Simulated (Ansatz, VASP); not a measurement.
**One calculation of Co, two programs**

```
CELL_PARAMETERS angstrom
0.00000 2.18590 2.18590
2.18590 0.00000 2.18590
2.18590 2.18590 0.00000
ATOMIC_POSITIONS crystal
Co 0.00000 0.00000 0.00000
Co 0.50000 0.50000 0.50000
```

Alike in both runs: task single point; functional PBEsol; k mesh 14 × 14 × 14; occupations fermi-dirac, width 0.05 eV; collinear spin.

```csv
,VASP,Ansatz
version,VASP 6.6.1,Ansatz 0.2.0
potentials or method,"VASP PAW PBE potentials, release 64 (Co), cutoff 520 eV","plane waves (420 eV) with PAW, scalar-relativistic"
valence electrons in the cell,18,34
```

|  | VASP | Ansatz | Ansatz less VASP |
| --- | --- | --- | --- |
| net moment per atom (μB) | 1.45 | 1.46 | +0.006 |
| size of the moment on the site where the two differ most (μB) | 1.44 | 1.45 | +0.006 |

VASP's potentials were made for PBE, not for PBEsol, and Ansatz warns of the same on its side. Site moments also hang on the region over which each program counts them. VASP's potentials hold 18 valence electrons a cell and Ansatz's 34, so a difference there can come from the potentials and not from the codes.
